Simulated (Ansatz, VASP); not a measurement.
One calculation of GeSb3O2, two programs

```xyz
6
Lattice="3.1951 0.0000 0.0000 0.0000 3.1951 0.0000 0.0000 0.0000 13.4580" Properties=species:S:1:pos:R:3 pbc="T T T"
Ge    0.0000    0.0000    6.7290
Sb    1.5975    1.5975    3.0607
Sb    1.5975    1.5975   10.3974
Sb    1.5975    1.5975    0.0000
O     1.5975    1.5975    6.7290
O     0.0000    0.0000    0.0000
```

Alike in both runs: functional PBE; k mesh 12 × 12 × 4; occupations gaussian, width 0.1 eV; no spin polarisation.

Ansatz relaxed the structure, and its values are those at the end. VASP's run is a single point on that final structure, the one shown.

```csv
,VASP,Ansatz
version,VASP 6.6.1,Ansatz 0.2.0
potentials or method,"VASP PAW PBE potentials, release 64 (Ge_d, Sb, O), cutoff 520 eV","scalar-relativistic, plane waves, PAW"
valence electrons in the cell,41,71
```

|  | VASP | Ansatz | Ansatz less VASP |
| --- | --- | --- | --- |
| gap on the k mesh at the Fermi level (eV) | none | none | - |
| pressure (GPa) | -0.2 | 0.0 | +0.22 |

A gap of «none» marks a metal or a gap that the smearing closes. VASP's potentials hold 41 valence electrons a cell and Ansatz's 71, so a difference there can come from the potentials and not from the codes.

Neither program's run includes spin-orbit coupling.
